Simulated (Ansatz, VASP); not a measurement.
**One calculation of LiCaF3, two programs**

The input INCAR:

```
SYSTEM = LiCaF3
  PREC = Accurate
  ENCUT = 520
  EDIFF = 1E-7
  ISMEAR = -1
  SIGMA = 0.05
  LREAL = .FALSE.
  LASPH = .TRUE.
  NELM = 80
  ALGO = Normal
  ISIF = 2
  LWAVE = .FALSE.
  LCHARG = .TRUE.
  GGA = PE
  LELF = .TRUE.
  LVHAR = .TRUE.
  NBANDS = 25
```

The input KPOINTS:

```
Automatic mesh
0
G
  6 6 6
  0 0 0
```

POSCAR

```
LiCaF3
1.0
    3.7988564400      0.0000000000      0.0000000000
    0.0000000000      3.7988564400      0.0000000000
    0.0000000000      0.0000000000      3.7612440000
Ca F Li
1 3 1
Direct
    0.0000000000      0.0000000000      0.0000000000
    0.5000000000      0.0000000000      0.5000000000
    0.5000000000      0.5000000000      0.0000000000
    0.0000000000      0.5000000000      0.5000000000
    0.5000000000      0.5000000000      0.5000000000
```

The input input.yaml:

```yaml
crystal:
  lattice:
    - [3.79885644, 0.0, 0.0]
    - [0.0, 3.79885644, 0.0]
    - [0.0, 0.0, 3.761244]
  atoms:
    - { symbol: Ca, position: [0.0, 0.0, 0.0] }
    - { symbol: F, position: [0.5, 0.0, 0.5] }
    - { symbol: F, position: [0.5, 0.5, 0.0] }
    - { symbol: F, position: [0.0, 0.5, 0.5] }
    - { symbol: Li, position: [0.5, 0.5, 0.5] }
hamiltonian:
  xc: pbe
  pseudopotentials: { kind: paw }
kpoints:
  mp_grid: { grid: [6, 6, 6] }
scf:
  occupations: { method: fermi_dirac, width: 0.05 }
output:
  forces: true
  stress: true
  eigenvalues: true
```

Alike in both runs: task single point; functional PBE; k mesh 6 × 6 × 6; occupations fermi-dirac, width 0.05 eV; no spin polarisation.

|  | VASP | Ansatz |
| --- | --- | --- |
| version | VASP 6.6.1 | Ansatz 0.2.0 |
| potentials or method | VASP PAW PBE potentials, release 64 (Ca_sv, F, Li_sv) | Ansatz PAW |
| plane-wave cutoff (eV) | 520 | 420 |
| valence electrons in the cell | 34 | 34 |

VASP gave:

| Item | Value |
| --- | --- |
| gap on the k mesh at the Fermi level (eV) | 6.37 |
| least direct gap on the mesh (eV) | 6.50 |

Problem. Estimate Ansatz's values.

Solution. gap on the k mesh at the Fermi level (eV): 6.38; least direct gap on the mesh (eV): 6.51.

Noted on VASP's run: the cutoff is short for stress, so the pressure is rough.
